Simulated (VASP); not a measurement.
# SnTe (I4/mmm) in VASP: a series of runs, part 2 of 2

VASP 6.6.1.

## Step 4: Single point, PBE (strain -0.0100 x Voigt [0, 1, 0, 0, 0, 0])

INCAR

```
PREC     = Accurate       # precision mode
ENCUT    = 520            # plane-wave cutoff, eV
EDIFF    = 1E-6           # SCF threshold, eV
ISMEAR   = 0              # smearing method
SIGMA    = 0.03           # smearing width, eV
LREAL    = F              # projectors in reciprocal space
LASPH    = T              # aspherical terms in the spheres
NELM     = 100            # most SCF steps
ALGO     = Normal         # electronic algorithm
ISIF     = 2              # what is computed and relaxed
LWAVE    = F              # write WAVECAR
LCHARG   = T              # write CHGCAR
GGA      = PE             # functional
LELF     = T              # ELF
LVHAR    = T            
NBANDS   = 17             # bands
```

KPOINTS

```
Automatic mesh
0
Gamma
  10 10 10
```

POSCAR

```
SnTe
1.0
    0.0000000000      3.1249350000      3.1565000000
    3.1565000000      0.0000000000      3.1565000000
    3.1565000000      3.1249350000      0.0000000000
Sn Te
1 1
Direct
    0.0000000000      0.0000000000      0.0000000000
    0.5000000000      0.5000000000      0.5000000000
```

Potentials or basis: VASP PAW PBE potentials, release 64 (Sn_d, Te).

Run with:

```
$ cat potpaw_PBE.64/Sn_d/POTCAR potpaw_PBE.64/Te/POTCAR > POTCAR
$ mpirun -np 1 vasp_std > vasp.out
```

OUTCAR:

```text
PREC = Accurate
   ENCUT = 520
   EDIFF = 1E-6
   ISMEAR = 0
   LREAL = F
   LASPH = T
   NELM = 100
   ISIF = 2
   GGA = PE

 ion  position               nearest neighbor table
   1  0.000  0.000  0.000-   2 3.12   2 3.12   2 3.16   2 3.16   2 3.16   2 3.16
   2  0.500  0.500  0.500-   1 3.12   1 3.12   1 3.16   1 3.16   1 3.16   1 3.16

  LATTYP: Found a body centered tetragonal cell.
 ALAT       =     4.4639651096
 C/A-ratio  =     1.4000714267

  Lattice vectors:

 A1 = (   0.0000000000,  -3.1249350000,   3.1565000000)
 A2 = (   0.0000000000,  -3.1249350000,  -3.1565000000)
 A3 = (   3.1565000000,   3.1249350000,   0.0000000000)

Analysis of symmetry for initial positions (statically):
=====================================================================
 Subroutine PRICEL returns:
 Original cell was already a primitive cell.

 Routine SETGRP: Setting up the symmetry group for a
 body centered tetragonal supercell.

 Subroutine GETGRP returns: Found 16 space group operations
 (whereof 16 operations were pure point group operations)
 out of a pool of 16 trial point group operations.

The static configuration has the point symmetry D_4h.

Analysis of symmetry for dynamics (positions and initial velocities):
=====================================================================
 Subroutine PRICEL returns:
 Original cell was already a primitive cell.

 Routine SETGRP: Setting up the symmetry group for a
 body centered tetragonal supercell.

 Subroutine GETGRP returns: Found 16 space group operations
 (whereof 16 operations were pure point group operations)
 out of a pool of 16 trial point group operations.

The dynamic configuration has the point symmetry D_4h.

 Subroutine INISYM returns: Found 16 space group operations
 (whereof 16 operations are pure point group operations),
 and found     1 'primitive' translations

----------------------------------------------------------------------------------------

                                     Primitive cell

  volume of cell :      62.2705

  direct lattice vectors                    reciprocal lattice vectors
     0.000000000  3.124935000  3.156500000    -0.158403295  0.160003328  0.158403295
     3.156500000  0.000000000  3.156500000     0.158403295 -0.160003328  0.158403295
     3.156500000  3.124935000  0.000000000     0.158403295  0.160003328 -0.158403295

  length of vectors
     4.441701364  4.463965110  4.441701364     0.275289434  0.275289434  0.275289434

  position of ions in fractional coordinates (direct lattice)
     0.000000000  0.000000000  0.000000000
     0.500000000  0.500000000  0.500000000

  ion indices of the primitive-cell ions
   primitive index   ion index
                 1           1
                 2           2

----------------------------------------------------------------------------------------

 KPOINTS: Automatic mesh

Automatic generation of k-mesh.
 Grid dimensions read from file:
 generate k-points for:   10   10   10

 Generating k-lattice:

  Cartesian coordinates                     Fractional coordinates (reciprocal lattice)
    -0.015840329  0.016000333  0.015840329     0.100000000  0.000000000  0.000000000
     0.015840329 -0.016000333  0.015840329    -0.000000000  0.100000000 -0.000000000
     0.015840329  0.016000333 -0.015840329     0.000000000  0.000000000  0.100000000

  Length of vectors
     0.027528943  0.027528943  0.027528943

  Shift w.r.t. Gamma in fractional coordinates (k-lattice)
     0.000000000  0.000000000  0.000000000

 Subroutine IBZKPT returns following result:
 ===========================================

 Found    102 irreducible k-points:

 Following reciprocal coordinates:
            Coordinates               Weight
  0.000000  0.000000  0.000000      1.000000
  0.100000  0.000000  0.000000      8.000000
  0.200000  0.000000  0.000000      8.000000
  0.300000  0.000000 -0.000000      8.000000
  0.400000  0.000000  0.000000      8.000000
  0.500000  0.000000 -0.000000      4.000000
[... 16 lines left out ...]
  0.300000  0.300000  0.000000      4.000000
  0.400000  0.300000  0.000000     16.000000
 [... further k-points ...]
   k-points           NKPTS =    102   k-points in BZ     NKDIM =    102   number of bands    NBANDS=     17
   number of dos      NEDOS =    301   number of ions     NIONS =      2
   total plane-waves  NPLWV =  46656
   dimension x,y,z NGX =    36 NGY =   36 NGZ =   36
   dimension x,y,z NGXF=    72 NGYF=   72 NGZF=   72
   ions per type =               1   1
   NGX,Y,Z   is equivalent  to a cutoff of  13.47, 13.41, 13.47 a.u.
   NGXF,Y,Z  is equivalent  to a cutoff of  26.95, 26.81, 26.95 a.u.
 SYSTEM =  unknown system
   PREC   = accura    normal or accurate (medium, high low for compatibility)
   ISTART =      0    job   : 0-new  1-cont  2-samecut
   ICHARG =      2    charge: 1-file 2-atom 10-const
   ISPIN  =      1    spin polarized calculation?
   LNONCOLLINEAR =      F non collinear calculations
   LSORBIT =      F    spin-orbit coupling
   LASPH  =      T    aspherical Exc in radial PAW
   ENCUT  =  520.0 eV  38.22 Ry    6.18 a.u.   8.26  8.30  8.26*2*pi/ulx,y,z
   NELM   =    100;   NELMIN=  2; NELMDL= -5     # of ELM steps
   EDIFF  = 0.1E-05   stopping-criterion for ELM
   LREAL  =      F    real-space projection
   EDIFFG = 0.1E-04   stopping-criterion for IOM
   NSW    =      0    number of steps for IOM
   IBRION =     -1    ionic relax: 0-MD 1-quasi-New 2-CG
   NFREE  =      0    steps in history (QN), initial steepest desc. (CG)
   ISIF   =      2    stress and relaxation
   ISYM   =      2    0-nonsym 1-usesym 2-fastsym
   POTIM  = 0.5000    time-step for ionic-motion
   TEBEG  =    0.0;   TEEND  =   0.0 temperature during run
   PSTRESS=    0.0 pullay stress
   NELECT =      20.0000    total number of electrons
   NUPDOWN=      -1.0000    fix difference up-down
   EMIN   =  10.00;   EMAX   =-10.00  energy-range for DOS
   EFERMI =   0.00;   METHOD = LEGACY
   ISMEAR =     0;   SIGMA  =   0.03  broadening in eV -4-tet -1-fermi 0-gaus
   EFERMI_NEDOS =   21; number of points for ismear=-14 and -15
   IALGO  =     38    algorithm
   IMIX   =      4    mixing-type and parameters
     AMIX     =   0.40;   BMIX     =  1.00
     AMIX_MAG =   1.60;   BMIX_MAG =  1.00
  volume/ion in A,a.u.               =      31.14       210.11
  Fermi-wavevector in a.u.,A,eV,Ry     =   1.121133  2.118635 17.101709  1.256940
  Thomas-Fermi vector in A             =   2.257785
   LORBIT       =      0    0 simple, 1 ext, 2 COOP (PROOUT), +10 PAW based schemes
   GGA     = PE    functional components
   LHFCALC =     F    Hartree Fock is set to
   AEXX    =    0.0000 exact exchange contribution
   IVDW    =     0    specifies the selected vdW correction
   LEPSILON=     F    determine dielectric tensor
   LRPA    =     F    only Hartree local field effects (RPA)
 non-spin polarized calculation
 Gauss-broadening in eV      SIGMA  =   0.03
  energy-cutoff  :      520.00
  volume of cell :       62.27
 maximum number of plane-waves:      1701
 NGX is ok and might be reduce to    36
   NGX = 17   NGY = 17   NGZ = 17

 number of electron      19.9999998 magnetization

 Free energy of the ion-electron system (eV)
  ---------------------------------------------------
  ext. energy  EPLUGINS =         0.00000000
  ---------------------------------------------------
  free energy    TOTEN  =        -7.53629117 eV

  energy without entropy =       -7.53628801  energy(sigma->0) =       -7.53628959

 E-fermi :   7.0802     XC(G=0):  -9.5152

 val. band max:        7.0220685908   @ k =   0.5000   0.0000  -0.0000
 cond. band min:       7.1383740004   @ k =   0.5000   0.0000  -0.0000
 fundamental gap:      0.1163054096
 Fermi energy:         7.0802212875

 k-point     1 :       0.0000    0.0000    0.0000
  band No.  band energies     occupation
      1     -14.8892      2.00000
      2     -14.8858      2.00000
      3     -14.8833      2.00000
      4     -14.8805      2.00000
      5     -14.8805      2.00000
      6      -5.8232      2.00000
[... 9 lines left out ...]
     16      11.8064      0.00000
     17      13.8235      0.00000
[... 441 lines left out ...]
 k-point    24 :       0.4000    0.3000    0.0000
  band No.  band energies     occupation
      1     -14.9013      2.00000
      2     -14.8837      2.00000
      3     -14.8829      2.00000
      4     -14.8752      2.00000
      5     -14.8717      2.00000
      6      -4.6350      2.00000
[... 9 lines left out ...]
     16      16.2981      0.00000
     17      16.6683      0.00000

 [... further k-points ...]

------------------------ aborting loop because EDIFF is reached ----------------------------------------

  FORCE on cell =-STRESS in cart. coord.  units (eV):
  Direction    XX          YY          ZZ          XY          YZ          ZX
  --------------------------------------------------------------------------------------
  -------------------------------------------------------------------------------------
  Total        0.7755333      1.3267596      0.7755333      0.0000000      0.0000000      0.0000000
  in kB       19.9539315     34.1365983     19.9539315      0.0000000      0.0000000      0.0000000
  external PRESSURE =      24.6814871 kB  Pullay stress =       0.0000000 kB

 VOLUME and BASIS-vectors are now :
 -----------------------------------------------------------------------------
  energy-cutoff  :      520.00
  volume of cell :       62.27
      direct lattice vectors                 reciprocal lattice vectors
     0.000000000  3.124935000  3.156500000    -0.158403295  0.160003328  0.158403295
     3.156500000  0.000000000  3.156500000     0.158403295 -0.160003328  0.158403295
     3.156500000  3.124935000  0.000000000     0.158403295  0.160003328 -0.158403295

 POSITION                                       TOTAL-FORCE (eV/Angst)
 -----------------------------------------------------------------------------------
      0.00000      0.00000      0.00000        -0.000000      0.000000      0.000000
      3.15650      3.12493      3.15650         0.000000     -0.000000     -0.000000
 -----------------------------------------------------------------------------------
    total drift:                               -0.000000      0.000000      0.000000

  FREE ENERGIE OF THE ION-ELECTRON SYSTEM (eV)
  ---------------------------------------------------
  free  energy   TOTEN  =        -7.5362911735 eV

  energy  without entropy=       -7.5362880128  energy(sigma->0) =       -7.53628959
```

It took 1.7 min on 1 thread of Intel Xeon Platinum 8259CL at 2.50GHz (Skylake/Cascade Lake), shared host; peak memory 0.28 GiB.

Results:

| Item | Value |
| --- | --- |
| Free energy | -7.5363 eV |
| Pressure | 2.5 GPa |
| Band gap on the k mesh | 0.12 eV, direct |

Caveat: the cell differs from its parent crystal (strain -0.0100 x Voigt [0, 1, 0, 0, 0, 0]); spin-orbit coupling is left out, which moves the levels of the heavy elements. A k mesh can miss the band edges.

## Step 5: Single point, PBE (strain -0.0050 x Voigt [0, 1, 0, 0, 0, 0])

INCAR

```
  ALGO = Normal
  EDIFF = 1E-6
  ENCUT = 520
  GGA = PE
  ISIF = 2
  ISMEAR = 0
  LASPH = T
  LCHARG = F
  LREAL = F
  LWAVE = F
  NBANDS = 17
  NELM = 100
  PREC = Accurate
  SIGMA = 0.03
```

KPOINTS

```
k-points
0
Gamma
  10 10 10
```

POSCAR

```
SnTe
1.0
    0.0000000000      3.1407175000      3.1565000000
    3.1565000000      0.0000000000      3.1565000000
    3.1565000000      3.1407175000      0.0000000000
Sn Te
1 1
Direct
    0.0000000000      0.0000000000      0.0000000000
    0.5000000000      0.5000000000      0.5000000000
```

Run with:

```
$ cat potpaw_PBE.64/Sn_d/POTCAR potpaw_PBE.64/Te/POTCAR > POTCAR
$ mpirun -np 1 vasp_std > vasp.out
```

Wall time 97 s (1 thread of Intel Xeon Platinum 8259CL at 2.50GHz (Skylake/Cascade Lake), shared host); peak memory 0.28 GiB.

The run converged. Its results:

| Property | Result |
| --- | --- |
| Free energy | -7.5424 eV |
| Pressure | 2.2 GPa |
| Band gap on the k mesh | 0.10 eV, direct |

Stress tensor (GPa, compression positive):
```
1.97 0.00 0.00
0.00 2.66 0.00
0.00 0.00 1.97
```

Levels at points of the mesh, in eV from the valence-band top:
```csv
k point,band 8,band 9,band 10,band 11,band 12,band 13
"(0.00, 0.00, 0.00)",-2.19,-2.14,-2.14,3.30,3.30,3.42
"(0.50, 0.00, 0.00)",-1.83,-1.81,0.00,0.10,0.35,0.37
"(0.50, 0.50, 0.00)",-5.58,-3.78,-3.72,2.17,4.85,4.99
"(0.50, 0.00, 0.50)",-5.60,-3.76,-3.76,2.16,4.90,4.90
```

Caveat: the cell differs from its parent crystal (strain -0.0050 x Voigt [0, 1, 0, 0, 0, 0]); spin-orbit coupling is left out, which moves the levels of the heavy elements. A k mesh can miss the band edges.

## Step 6: Single point, PBE (strain +0.0050 x Voigt [0, 1, 0, 0, 0, 0])

INCAR

```
PREC     = Accurate       # precision mode
ENCUT    = 520            # plane-wave cutoff, eV
EDIFF    = 1E-6           # SCF threshold, eV
ISMEAR   = 0              # smearing method
SIGMA    = 0.03           # smearing width, eV
LREAL    = False          # projectors in reciprocal space
LASPH    = True           # aspherical terms in the spheres
NELM     = 100            # most SCF steps
ALGO     = Normal         # electronic algorithm
ISIF     = 2              # what is computed and relaxed
LWAVE    = False          # write WAVECAR
LCHARG   = True           # write CHGCAR
GGA      = PE             # functional
LELF     = True           # ELF
LVHAR    = True         
NBANDS   = 17             # bands
```

KPOINTS

```
regular mesh
0
Gamma
  10 10 10
```

POSCAR

```
SnTe
1.0
    0.0000000000      3.1722825000      3.1565000000
    3.1565000000      0.0000000000      3.1565000000
    3.1565000000      3.1722825000      0.0000000000
Sn Te
1 1
Direct
    0.0000000000      0.0000000000      0.0000000000
    0.5000000000      0.5000000000      0.5000000000
```

Potentials or basis: VASP PAW PBE potentials, release 64 (Sn_d, Te).

Run with:

```
$ cat potpaw_PBE.64/Sn_d/POTCAR potpaw_PBE.64/Te/POTCAR > POTCAR
$ mpirun -np 1 vasp_std > vasp.out
```

Wall time 1.7 min (1 thread of Intel Xeon Platinum 8259CL at 2.50GHz (Skylake/Cascade Lake), shared host); peak memory 0.28 GiB.

Results (log left out):

* Free energy: -7.5504 eV
* Pressure: 1.7 GPa
* Band gap on the k mesh: 0.07 eV, direct

Stress tensor (GPa, compression positive):
```
1.92 0.00 0.00
0.00 1.28 0.00
0.00 0.00 1.92
```

Levels at points of the mesh, in eV from the valence-band top:
```csv
k point,band 6,band 7,band 8,band 9,band 10,band 11,band 12,band 13,band 14,band 15
"(0.00, 0.00, 0.00)",-12.75,-4.74,-2.15,-2.15,-2.10,3.23,3.35,3.35,4.73,4.76
"(0.50, 0.00, 0.00)",-11.49,-8.30,-1.81,-1.79,0.00,0.07,0.36,0.38,7.74,8.71
"(0.50, 0.50, 0.00)",-11.19,-6.49,-5.53,-3.75,-3.69,2.19,4.79,4.92,6.32,8.95
"(0.50, 0.00, 0.50)",-11.22,-6.46,-5.52,-3.70,-3.70,2.21,4.87,4.87,6.24,8.95
```

Caveat: the cell differs from its parent crystal (strain +0.0050 x Voigt [0, 1, 0, 0, 0, 0]); spin-orbit coupling is left out, which moves the levels of the heavy elements. A k mesh can miss the band edges.

## Step 7: The runs side by side

| cell | gap on the mesh (eV) | pressure (GPa) |
| --- | --- | --- |
| a = 4.420, b = 4.464 Å, angles 59.7, 60.7, 59.7°, 2 atoms | 0.17 | 3.1 |
| a = 4.431, b = 4.464 Å, angles 59.8, 60.5, 59.8°, 2 atoms | 0.14 | 2.8 |
| a = 4.442, b = 4.464 Å, angles 59.8, 60.3, 59.8°, 2 atoms | 0.12 | 2.5 |
| a = 4.453, b = 4.464 Å, angles 59.9, 60.2, 59.9°, 2 atoms | 0.10 | 2.2 |
| a = 4.475, b = 4.464 Å, angles 60.1, 59.8, 60.1°, 2 atoms | 0.07 | 1.7 |

Alike in all rows: task single point; level PBE; potentials or basis VASP PAW PBE potentials, release 64 (Sn_d, Te); no spin polarisation; k mesh 10 × 10 × 10; cutoff (eV) 520; smearing gaussian 0.03 eV.

Caveats: spin-orbit coupling is left out, which moves the levels of the heavy elements.

Total energies depend on the potentials used, so only differences within one code and one set of settings carry meaning.
